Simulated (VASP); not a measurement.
# Bi (P6_3/mmc) in VASP: a series of runs

The runs below take Bi through relaxation of shape and atoms at fixed volume, with PBEsol.

Program: VASP 6.6.1. These are calculated values, not measurements. Logs are shortened: lines on timing, memory, paths and dates and some standing lists are left out, and cuts for length are marked.

**1. The cell of the first run**

Symmetry: P6_3/mmc, No. 194, hexagonal system. Conventional cell: a = 2.869 Å, b = 2.869 Å, c = 4.907 Å, α = 90.00°, β = 90.00°, γ = 120.00°. Bi (site symmetry -6m2) has 12 Bi at 2.87 to 2.96 Å within 3.8 Å.

This isn't the form of Bi at room conditions, which is rhombohedral.

**2. Relaxation of shape and atoms at fixed volume, PBEsol**

Contents of INCAR:

```
ALGO = Normal
EDIFF = 1E-6
EDIFFG = -0.005
ENCUT = 600
GGA = PS
IBRION = 2
ISIF = 4
ISMEAR = -1
LASPH = T
LCHARG = F
LREAL = F
LWAVE = F
NELM = 100
NSW = 50
PREC = Accurate
SIGMA = 0.1
```

Contents of KPOINTS:

```
k-points
0
Gamma
  12 12 7
```

Contents of POSCAR:

```
Bi
1.0
    2.8687970431      0.0000000000      0.0000000000
   -1.4343985215      2.4844511176      0.0000000000
    0.0000000000      0.0000000000      4.9073736268
Bi
2
Direct
    0.3333333333      0.6666666667      0.2500000000
    0.6666666667      0.3333333333      0.7500000000
```

Potentials or basis: VASP PAW PBE potentials, release 64 (Bi_d).

On the command line:

```sh
> cat potpaw_PBE.64/Bi_d/POTCAR > POTCAR
> mpirun -np 1 vasp_std > vasp.out
```

OUTCAR:

```text
EDIFF = 1E-6
   EDIFFG = -0.005
   ENCUT = 600
   GGA = PS
   IBRION = 2
   ISIF = 4
   ISMEAR = -1
   LASPH = T
   LREAL = F
   NELM = 100
   NSW = 50
   PREC = Accurate

 ion  position               nearest neighbor table
   1  0.333  0.667  0.250-   2 2.96   2 2.96   2 2.96   2 2.96   2 2.96   2 2.96
   2  0.667  0.333  0.750-   1 2.96   1 2.96   1 2.96   1 2.96   1 2.96   1 2.96

  LATTYP: Found a hexagonal cell.
 ALAT       =     2.8687970431
 C/A-ratio  =     1.7106032783

  Lattice vectors:

 A1 = (   2.8687970431,   0.0000000000,   0.0000000000)
 A2 = (  -1.4343985215,   2.4844511176,   0.0000000000)
 A3 = (   0.0000000000,   0.0000000000,   4.9073736268)

Analysis of symmetry for initial positions (statically):
=====================================================================
 Subroutine PRICEL returns:
 Original cell was already a primitive cell.

 Routine SETGRP: Setting up the symmetry group for a
 hexagonal supercell.

 Subroutine GETGRP returns: Found 24 space group operations
 (whereof 12 operations were pure point group operations)
 out of a pool of 24 trial point group operations.

The static configuration has the point symmetry D_3d.
 The point group associated with its full space group is D_6h.

Analysis of symmetry for dynamics (positions and initial velocities):
=====================================================================
 Subroutine PRICEL returns:
 Original cell was already a primitive cell.

 Routine SETGRP: Setting up the symmetry group for a
 hexagonal supercell.

 Subroutine GETGRP returns: Found 24 space group operations
 (whereof 12 operations were pure point group operations)
 out of a pool of 24 trial point group operations.

The dynamic configuration has the point symmetry D_3d.
 The point group associated with its full space group is D_6h.

 Subroutine INISYM returns: Found 24 space group operations
 (whereof 12 operations are pure point group operations),
 and found     1 'primitive' translations

----------------------------------------------------------------------------------------

                                     Primitive cell

  volume of cell :      34.9767

  direct lattice vectors                    reciprocal lattice vectors
     2.868797043  0.000000000  0.000000000     0.348578162  0.201251696  0.000000000
    -1.434398521  2.484451118  0.000000000     0.000000000  0.402503391  0.000000000
     0.000000000  0.000000000  4.907373627     0.000000000  0.000000000  0.203774988

  length of vectors
     2.868797043  2.868797043  4.907373627     0.402503391  0.402503391  0.203774988

  position of ions in fractional coordinates (direct lattice)
     0.333333333  0.666666667  0.250000000
     0.666666667  0.333333333  0.750000000

  ion indices of the primitive-cell ions
   primitive index   ion index
                 1           1
                 2           2

----------------------------------------------------------------------------------------

 KPOINTS: k-points

Automatic generation of k-mesh.
 Grid dimensions read from file:
 generate k-points for:   12   12    7

 Generating k-lattice:

  Cartesian coordinates                     Fractional coordinates (reciprocal lattice)
     0.029048180  0.016770975  0.000000000     0.083333333  0.000000000  0.000000000
     0.000000000  0.033541949  0.000000000     0.000000000  0.083333333  0.000000000
     0.000000000  0.000000000  0.029110713     0.000000000  0.000000000  0.142857143

  Length of vectors
     0.033541949  0.033541949  0.029110713

  Shift w.r.t. Gamma in fractional coordinates (k-lattice)
     0.000000000  0.000000000  0.000000000

 Subroutine IBZKPT returns following result:
 ===========================================

 Found     76 irreducible k-points:

 Following reciprocal coordinates:
            Coordinates               Weight
  0.000000  0.000000  0.000000      1.000000
  0.083333 -0.000000  0.000000      6.000000
  0.166667 -0.000000  0.000000      6.000000
  0.250000 -0.000000  0.000000      6.000000
  0.333333 -0.000000  0.000000      6.000000
  0.416667  0.000000  0.000000      6.000000
[... 16 lines left out ...]
  0.250000 -0.000000  0.142857     12.000000
  0.333333 -0.000000  0.142857     12.000000
 [... further k-points ...]
   k-points           NKPTS =     76   k-points in BZ     NKDIM =     76   number of bands    NBANDS=     19
   number of dos      NEDOS =    301   number of ions     NIONS =      2
   total plane-waves  NPLWV =  23040
   dimension x,y,z NGX =    24 NGY =   24 NGZ =   40
   dimension x,y,z NGXF=    48 NGYF=   48 NGZF=   80
   ions per type =               2
   NGX,Y,Z   is equivalent  to a cutoff of  13.91, 13.91, 13.55 a.u.
   NGXF,Y,Z  is equivalent  to a cutoff of  27.82, 27.82, 27.10 a.u.
 SYSTEM =  unknown system
   PREC   = accura    normal or accurate (medium, high low for compatibility)
   ISTART =      0    job   : 0-new  1-cont  2-samecut
   ICHARG =      2    charge: 1-file 2-atom 10-const
   ISPIN  =      1    spin polarized calculation?
   LNONCOLLINEAR =      F non collinear calculations
   LSORBIT =      F    spin-orbit coupling
   LASPH  =      T    aspherical Exc in radial PAW
   ENCUT  =  600.0 eV  44.10 Ry    6.64 a.u.   5.73  5.73  9.80*2*pi/ulx,y,z
   NELM   =    100;   NELMIN=  2; NELMDL= -5     # of ELM steps
   EDIFF  = 0.1E-05   stopping-criterion for ELM
   LREAL  =      F    real-space projection
   EDIFFG = -.5E-02   stopping-criterion for IOM
   NSW    =     50    number of steps for IOM
   IBRION =      2    ionic relax: 0-MD 1-quasi-New 2-CG
   NFREE  =      1    steps in history (QN), initial steepest desc. (CG)
   ISIF   =      4    stress and relaxation
   ISYM   =      2    0-nonsym 1-usesym 2-fastsym
   POTIM  = 0.5000    time-step for ionic-motion
   TEBEG  =    0.0;   TEEND  =   0.0 temperature during run
   PSTRESS=    0.0 pullay stress
   NELECT =      30.0000    total number of electrons
   NUPDOWN=      -1.0000    fix difference up-down
   EMIN   =  10.00;   EMAX   =-10.00  energy-range for DOS
   EFERMI =   0.00;   METHOD = LEGACY
   ISMEAR =    -1;   SIGMA  =   0.10  broadening in eV -4-tet -1-fermi 0-gaus
   EFERMI_NEDOS =   21; number of points for ismear=-14 and -15
   IALGO  =     38    algorithm
   IMIX   =      4    mixing-type and parameters
     AMIX     =   0.40;   BMIX     =  1.00
     AMIX_MAG =   1.60;   BMIX_MAG =  1.00
  volume/ion in A,a.u.               =      17.49       118.02
  Fermi-wavevector in a.u.,A,eV,Ry     =   1.555448  2.939370 32.918179  2.419418
  Thomas-Fermi vector in A             =   2.659387
   LORBIT       =      0    0 simple, 1 ext, 2 COOP (PROOUT), +10 PAW based schemes
   GGA     = PS    functional components
   LHFCALC =     F    Hartree Fock is set to
   AEXX    =    0.0000 exact exchange contribution
   IVDW    =     0    specifies the selected vdW correction
   LEPSILON=     F    determine dielectric tensor
   LRPA    =     F    only Hartree local field effects (RPA)
 conjugate gradient relaxation of ions
 non-spin polarized calculation
  energy-cutoff  :      600.00
  volume of cell :       34.98
 maximum number of plane-waves:      1184
 NGX is ok and might be reduce to    24
   NGX = 11   NGY = 11   NGZ = 19

--------------------------------------- Ionic step        1  -------------------------------------------

 number of electron      29.9999997 magnetization

 Free energy of the ion-electron system (eV)
  ---------------------------------------------------
  ext. energy  EPLUGINS =         0.00000000
  ---------------------------------------------------
  free energy    TOTEN  =        -2.86435437 eV

  energy without entropy =       -2.82586878  energy(sigma->0) =       -2.84511158

------------------------ aborting loop because EDIFF is reached ----------------------------------------

  FORCE on cell =-STRESS in cart. coord.  units (eV):
  Direction    XX          YY          ZZ          XY          YZ          ZX
  --------------------------------------------------------------------------------------
  -------------------------------------------------------------------------------------
  Total       27.1309289     27.1309289     22.6243453      0.0000000     -0.0000000      0.0000000
  in kB     1242.7845355   1242.7845354   1036.3517800      0.0000000     -0.0000000      0.0000000
  external PRESSURE =    1173.9736169 kB  Pullay stress =       0.0000000 kB
[... 165 lines left out ...]
  energy  without entropy=       -2.9633265890  energy(sigma->0) =       -2.97862943

--------------------------------------- Ionic step        6  -------------------------------------------

 number of electron      29.9999998 magnetization

 Free energy of the ion-electron system (eV)
  ---------------------------------------------------
  ext. energy  EPLUGINS =         0.00000000
  ---------------------------------------------------
  free energy    TOTEN  =        -2.99393759 eV

  energy without entropy =       -2.96343840  energy(sigma->0) =       -2.97868800

 E-fermi :  17.5198     XC(G=0): -13.4990

 val. band max:       17.4924267088   @ k =   0.4167   0.0000   0.1429
 cond. band min:      17.5854312032   @ k =   0.1667   0.1667   0.4286
 fundamental gap:      0.0930044945
 Fermi energy:        17.5198420427

 k-point     1 :       0.0000    0.0000    0.0000
  band No.  band energies     occupation
      1      -7.0829      2.00000
      2      -6.8090      2.00000
      3      -6.7516      2.00000
      4      -6.7516      2.00000
      5      -6.6689      2.00000
      6      -6.6689      2.00000
[... 11 lines left out ...]
     18      26.3195      0.00000
     19      26.7647      0.00000
[... 489 lines left out ...]
      3      -6.8325      2.00000
      4      -6.7954      2.00000
      5      -6.5593      2.00000
      6      -6.4759      2.00000
[... 11 lines left out ...]
     18      23.3101      0.00000
     19      24.0751      0.00000

 [... further k-points ...]

------------------------ aborting loop because EDIFF is reached ----------------------------------------

  FORCE on cell =-STRESS in cart. coord.  units (eV):
  Direction    XX          YY          ZZ          XY          YZ          ZX
  --------------------------------------------------------------------------------------
  -------------------------------------------------------------------------------------
  Total       25.2021351     25.2021351     25.1937771      0.0000000     -0.0000000      0.0000000
  in kB     1154.4324137   1154.4324136   1154.0495593      0.0000001     -0.0000000      0.0000000
  external PRESSURE =    1154.3047956 kB  Pullay stress =       0.0000000 kB
[... 17 lines left out ...]
  FREE ENERGIE OF THE ION-ELECTRON SYSTEM (eV)
  ---------------------------------------------------
  free  energy   TOTEN  =        -2.9939375911 eV

  energy  without entropy=       -2.9634384026  energy(sigma->0) =       -2.97868800

 reached required accuracy - stopping structural energy minimisation
```

Wall time 2.9 min (1 thread of Intel Xeon 8259CL, shared host); peak memory 0.19 GiB.

Results:

```yaml
Free_energy: -2.9939 eV
Energy_gained_by_relaxing: 64.8 meV/atom
Ionic_steps: 6
Pressure_after_relaxing: 115.4 GPa
Band_gap_on_the_k_mesh: zero (bands 15 and 16 overlap by 11.50 eV)
```

The path:
```tsv
step	energy change (eV)	largest force (eV/Å)	pressure (GPa)	volume (Å³)
1	0.0000	0.0000	117.40	34.98
2	-0.0979	0.0000	115.81	34.98
3	-0.1296	0.0000	115.44	34.98
4	-0.1296	0.0000	115.43	34.98
5	-0.1296	0.0000	115.43	34.98
6	-0.1296	0.0000	115.43	34.98
```

Final structure:
```
CELL_PARAMETERS angstrom
2.94412 0.00000 0.00000
-1.47206 2.54968 0.00000
0.00000 0.00000 4.65949
ATOMIC_POSITIONS crystal
Bi 0.33333 0.66667 0.25000
Bi 0.66667 0.33333 0.75000
```

Caveat: the PAW data sets were made with another functional, which shifts forces and pressure a little; spin-orbit coupling is left out, which moves the levels of the heavy elements.

[end of part 1 of 2]

The gap in the log of VASP goes by the Fermi energy; the results here count the filled bands.